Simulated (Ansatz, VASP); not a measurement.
Sc3B2N in VASP and in Ansatz

```xyz
6
Lattice="3.2105 0.0000 0.0000 0.0000 3.2105 0.0000 0.0000 0.0000 7.8262" Properties=species:S:1:pos:R:3 pbc="T T T"
Sc    0.0000    0.0000    5.2510
Sc    0.0000    0.0000    2.5495
Sc    1.6052    1.6052    6.5284
B     0.0000    0.0000    0.0742
B     1.6052    1.6052    3.8648
N     1.6052    1.6052    1.2977
```

Change from the starting cell: species swapped into the Dy2CuAg3 type (P4mm, No. 99).

Alike in both runs: task relaxation of cell and atoms; functional PBE; k mesh 6 × 6 × 2; occupations gaussian, width 0.1 eV; no spin polarisation.

```csv
,VASP,Ansatz
version,VASP 6.6.1,Ansatz 0.2.0
potentials or method,"VASP PAW PBE potentials, release 64 (Sc_sv, B, N), cutoff 600 eV","scalar-relativistic, plane waves, PAW"
valence electrons in the cell,44,44
```

Ansatz gave:

* gap on the k mesh at the Fermi level, each at its own relaxed structure (eV): none
* relaxed volume (Å³/atom): 13.90
* relaxed cell length with the largest relative difference (Å): 3.295

Task: Estimate VASP's values.

Result: gap on the k mesh at the Fermi level, each at its own relaxed structure (eV): none; relaxed volume (Å³/atom): 13.96; relaxed cell length with the largest relative difference (Å): 3.302.

A gap of «none» marks a metal or a gap that the smearing closes.

The k mesh is coarse, so the values compare programs but aren't converged.
